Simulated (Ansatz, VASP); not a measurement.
**Two plane-wave programs on Ru**

```
Ru
1.0
     0.00000    1.67291    2.50936
     1.67291    0.00000    2.50936
     1.67291    1.67291    0.00000
Ru
1
Direct
  0.00000 0.00000 0.00000
```

Alike in both runs: task single point; functional PBE; k mesh 24 × 24 × 24; occupations gaussian, width 0.15 eV; no spin polarisation.

|  | VASP | Ansatz |
| --- | --- | --- |
| version | VASP 6.6.1 | Ansatz 0.2.0 |
| potentials or method | VASP PAW PBE potentials, release 64 (Ru_pv), cutoff 520 eV | scalar-relativistic, plane waves, PAW |
| valence electrons in the cell | 14 | 16 |

```tsv
	VASP	Ansatz	Ansatz less VASP
gap on the k mesh at the Fermi level (eV)	none	none	-
pressure (GPa)	27.3	27.0	-0.28
traceless stress, the component that is largest in VASP (GPa)	-52.63	-52.25	+0.380
```

A gap of «none» marks a metal or a gap that the smearing closes. VASP's potentials hold 14 valence electrons a cell and Ansatz's 16, so a difference there can come from the potentials and not from the codes.
